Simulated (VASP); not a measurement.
# Rh in VASP: single point with PBEsol

Aim: the single point of Rh with PBEsol.

Everything below comes from runs of VASP 6.6.1. Logs are shortened: lines on timing, memory, paths and dates and some standing lists are left out, and cuts for length are marked.

**1. The cell of the first run**

The cell holds a slab with vacuum, 7 atoms: a = 2.673 Å, b = 3.781 Å, c = 24.020 Å, α = 90.00°, β = 90.00°, γ = 90.00°.

**2. Single point, PBEsol**

POSCAR reads:

```
Rh
1.0
    2.6734738989      0.0000000000      0.0000000000
    0.0000000000      3.7808630465      0.0000000000
    0.0000000000      0.0000000000     24.0204000000
Rh
7
Direct
    0.0000000000      0.0000000000      0.3330497890
    0.5000000000      0.5000000000      0.3886998593
    0.0000000000      0.0000000000      0.4443499297
    0.5000000000      0.5000000000      0.5000000000
    0.0000000000      0.0000000000      0.5556500703
    0.5000000000      0.5000000000      0.6113001407
    0.0000000000      0.0000000000      0.6669502110
```

INCAR.step1 reads:

```
  PREC = Accurate
  ENCUT = 400
  EDIFF = 1E-6
  ISMEAR = -1
  SIGMA = 0.08
  LREAL = F
  LASPH = T
  NELM = 120
  ALGO = Normal
  ISIF = 2
  LWAVE = F
  LCHARG = T
  LMAXMIX = 4
  LDIPOL = T
  IDIPOL = 3
  DIPOL = 0.5 0.5 0.500
  GGA = PS
  NBANDS = 62
  GGA_COMPAT = F
  NEDOS = 2001
  LORBIT = 11
  NELMDL = -8
```

KPOINTS.step1 reads:

```
regular mesh
0
Gamma
  14 10 1
```

INCAR.step2 reads:

```
  PREC = Accurate
  ENCUT = 400
  EDIFF = 1E-6
  ISMEAR = -5
  SIGMA = 0.08
  LREAL = F
  LASPH = T
  NELM = 120
  ALGO = Normal
  ISIF = 2
  LWAVE = F
  LCHARG = F
  LMAXMIX = 4
  LDIPOL = T
  IDIPOL = 3
  DIPOL = 0.5 0.5 0.500
  GGA = PS
  LORBIT = 11
  NBANDS = 62
  NEDOS = 2001
  ICHARG = 11
  GGA_COMPAT = F
  NELMDL = -8
```

KPOINTS.step2 reads:

```
regular mesh
0
Gamma
  21 15 1
```

Potentials or basis: VASP PAW PBE potentials, release 64 (Rh_pv).

The run is started by

```bash
cat potpaw_PBE.64/Rh_pv/POTCAR > POTCAR
cp INCAR.step1 INCAR
cp KPOINTS.step1 KPOINTS
mpirun -np 1 vasp_std > vasp.out
cp INCAR.step2 INCAR
cp KPOINTS.step2 KPOINTS
mpirun -np 1 vasp_std > vasp.out
```

OUTCAR:

```text
PREC = Accurate
   ENCUT = 400
   EDIFF = 1E-6
   ISMEAR = -5
   LREAL = F
   LASPH = T
   NELM = 120
   ISIF = 2
   GGA = PS
   LORBIT = 11
   ICHARG = 11
   NELMDL = -8

 ion  position               nearest neighbor table
   1  0.000  0.000  0.333-   2 2.67   2 2.67   2 2.67   2 2.67   3 2.67
   2  0.500  0.500  0.389-   1 2.67   1 2.67   1 2.67   1 2.67   4 2.67   3 2.67   3 2.67   3 2.67
                             3 2.67
   3  0.000  0.000  0.444-   5 2.67   4 2.67   4 2.67   4 2.67   4 2.67   1 2.67   2 2.67   2 2.67
                             2 2.67   2 2.67
   4  0.500  0.500  0.500-   3 2.67   5 2.67   3 2.67   5 2.67   3 2.67   5 2.67   3 2.67   5 2.67
                             2 2.67   6 2.67
   5  0.000  0.000  0.556-   3 2.67   4 2.67   4 2.67   4 2.67   4 2.67   7 2.67   6 2.67   6 2.67
                             6 2.67   6 2.67
   6  0.500  0.500  0.611-   7 2.67   7 2.67   7 2.67   7 2.67   4 2.67   5 2.67   5 2.67   5 2.67
                             5 2.67
   7  0.000  0.000  0.667-   6 2.67   6 2.67   6 2.67   6 2.67   5 2.67

  LATTYP: Found a simple orthorhombic cell.
 ALAT       =     2.6734738989
 B/A-ratio  =     1.4142135624
 C/A-ratio  =     8.9847146104

  Lattice vectors:

 A1 = (   2.6734738989,   0.0000000000,   0.0000000000)
 A2 = (   0.0000000000,   3.7808630465,   0.0000000000)
 A3 = (   0.0000000000,   0.0000000000,  24.0204000000)

Analysis of symmetry for initial positions (statically):
=====================================================================
 Subroutine PRICEL returns:
 Original cell was already a primitive cell.

 Routine SETGRP: Setting up the symmetry group for a
 simple orthorhombic supercell.

 Subroutine GETGRP returns: Found  8 space group operations
 (whereof  8 operations were pure point group operations)
 out of a pool of  8 trial point group operations.

The static configuration has the point symmetry D_2h.

Analysis of symmetry for dynamics (positions and initial velocities):
=====================================================================
 Subroutine PRICEL returns:
 Original cell was already a primitive cell.

 Routine SETGRP: Setting up the symmetry group for a
 simple orthorhombic supercell.

 Subroutine GETGRP returns: Found  8 space group operations
 (whereof  8 operations were pure point group operations)
 out of a pool of  8 trial point group operations.

The dynamic configuration has the point symmetry D_2h.

 Subroutine INISYM returns: Found  8 space group operations
 (whereof  8 operations are pure point group operations),
[... 131 lines left out ...]
  Thomas-Fermi vector in A             =   2.372548
   LORBIT       =     11    0 simple, 1 ext, 2 COOP (PROOUT), +10 PAW based schemes
   GGA     = PS    functional components
   LHFCALC =     F    Hartree Fock is set to
   AEXX    =    0.0000 exact exchange contribution
   IVDW    =     0    specifies the selected vdW correction
   LEPSILON=     F    determine dielectric tensor
   LRPA    =     F    only Hartree local field effects (RPA)
 non-spin polarized calculation
 Fermi weights with tetrahedron method with Bloechl corrections
  energy-cutoff  :      400.00
  volume of cell :      242.80
 maximum number of plane-waves:      4457
 NGX is ok and might be reduce to    18

 number of electron     105.0000018 magnetization

 dipolmoment           0.000000      0.000000     -0.000000 electrons x Angstroem

 Free energy of the ion-electron system (eV)
  ---------------------------------------------------
  ext. energy  EPLUGINS =         0.00000000
  ---------------------------------------------------
  free energy    TOTEN  =       -53.19798833 eV

  energy without entropy =      -53.19798833  energy(sigma->0) =      -53.19798833

 E-fermi :   1.7588     XC(G=0):  -6.4789

 val. band max:        1.7789509308   @ k =   0.3810   0.3333   0.0000
 cond. band min:       1.7324238379   @ k =   0.1905   0.1333   0.0000
 fundamental gap:     -0.0465270929
 Fermi energy:         1.7587811145

 k-point     1 :       0.0000    0.0000    0.0000
  band No.  band energies     occupation
      1     -45.2673      2.00000
      2     -45.1379      2.00000
      3     -45.1352      2.00000
      4     -45.0576      2.00000
      5     -44.9416      2.00000
      6     -44.9175      2.00000
[... 1549 lines left out ...]
     61       4.3588      0.00000
     62       5.4169      0.00000

 [... further k-points ...]

------------------------ aborting loop because EDIFF is reached ----------------------------------------

 vacuum level on the upper side and lower side of the slab       (xc-potential included)        -0.142        -0.142

  FORCE on cell =-STRESS in cart. coord.  units (eV):
  Direction    XX          YY          ZZ          XY          YZ          ZX
  --------------------------------------------------------------------------------------
  -------------------------------------------------------------------------------------
  Total       -7.1978647     -6.5690468     -7.0257822      0.0000000      0.0000000      0.0000000
  in kB      -47.4971040    -43.3476751    -46.3615704      0.0000000      0.0000000      0.0000000
  external PRESSURE =     -45.7354498 kB  Pullay stress =       0.0000000 kB

 VOLUME and BASIS-vectors are now :
 -----------------------------------------------------------------------------
  energy-cutoff  :      400.00
  volume of cell :      242.80
      direct lattice vectors                 reciprocal lattice vectors
     2.673473899  0.000000000  0.000000000     0.374045170  0.000000000  0.000000000
     0.000000000  3.780863046  0.000000000     0.000000000  0.264489876  0.000000000
     0.000000000  0.000000000 24.020400000     0.000000000  0.000000000  0.041631280

 POSITION                                       TOTAL-FORCE (eV/Angst)
 -----------------------------------------------------------------------------------
      0.00000      0.00000      7.99999         0.000000     -0.000000      1.030038
      1.33674      1.89043      9.33673        -0.000000     -0.000000     -0.525490
      0.00000      0.00000     10.67346        -0.000000     -0.000000     -0.195635
      1.33674      1.89043     12.01020        -0.000000     -0.000000      0.000000
      0.00000      0.00000     13.34694        -0.000000     -0.000000      0.195635
      1.33674      1.89043     14.68367        -0.000000      0.000000      0.525490
      0.00000      0.00000     16.02041        -0.000000     -0.000000     -1.030038
 -----------------------------------------------------------------------------------
    total drift:                                0.000000      0.000000     -0.000000

  FREE ENERGIE OF THE ION-ELECTRON SYSTEM (eV)
  ---------------------------------------------------
  free  energy   TOTEN  =       -53.1979883349 eV

  energy  without entropy=      -53.1979883349  energy(sigma->0) =      -53.19798833

 vacuum level on the upper side and lower side of the slab         6.423         6.423

 total charge

# of ion       s       p       d       tot
------------------------------------------
    1        0.363   6.165   7.136  13.664
    2        0.410   6.294   7.025  13.729
    3        0.415   6.315   7.062  13.792
    4        0.415   6.312   7.079  13.805
    5        0.415   6.315   7.062  13.792
    6        0.410   6.294   7.025  13.729
    7        0.363   6.165   7.136  13.664
--------------------------------------------------
tot          2.790  43.860  49.524  96.174
```

OSZICAR.step1:

```text
N       E                     dE             d eps       ncg     rms          rms(c)
DAV:   1     0.968484046941E+03    0.96848E+03   -0.61393E+04  7856   0.137E+03
DAV:   2    -0.269853604360E+02   -0.99547E+03   -0.96985E+03  6566   0.447E+02
DAV:   3    -0.567093414011E+02   -0.29724E+02   -0.28113E+02  6924   0.795E+01
[... 23 lines left out ...]
DAV:  27    -0.533261169329E+02   -0.22492E-04   -0.20451E-06  3870   0.852E-03    0.446E-03
DAV:  28    -0.533261320232E+02   -0.15090E-04   -0.93759E-07  3736   0.413E-03    0.199E-03
DAV:  29    -0.533261382385E+02   -0.62153E-05   -0.46071E-07  3740   0.147E-03    0.964E-04
DAV:  30    -0.533261407100E+02   -0.24715E-05   -0.21610E-07  3510   0.144E-03    0.225E-04
DAV:  31    -0.533261412405E+02   -0.53047E-06   -0.50573E-08  3376   0.557E-04
   1 F= -.53326141E+02 E0= -.53201848E+02  d E =-.248586E+00
```

Run time: 16 min. Hardware: 1 thread of Intel Xeon 6975P-C (Granite Rapids), shared host; peak memory 0.66 GiB.

Results:

| Quantity | Value |
| --- | --- |
| Valence electrons inside the program's atomic spheres | Rh 13.66, 13.73, 13.79, 13.80 (each value once) |

Levels at points of the mesh, in eV from the Fermi level:
```csv
k point,band 51,band 52,band 53,band 54,band 55,band 56
"(0.00, 0.00, 0.00)",-0.75,-0.63,-0.27,-0.01,0.08,0.39
```

Caveat: the PAW data sets were made with another functional, which shifts forces and pressure a little.
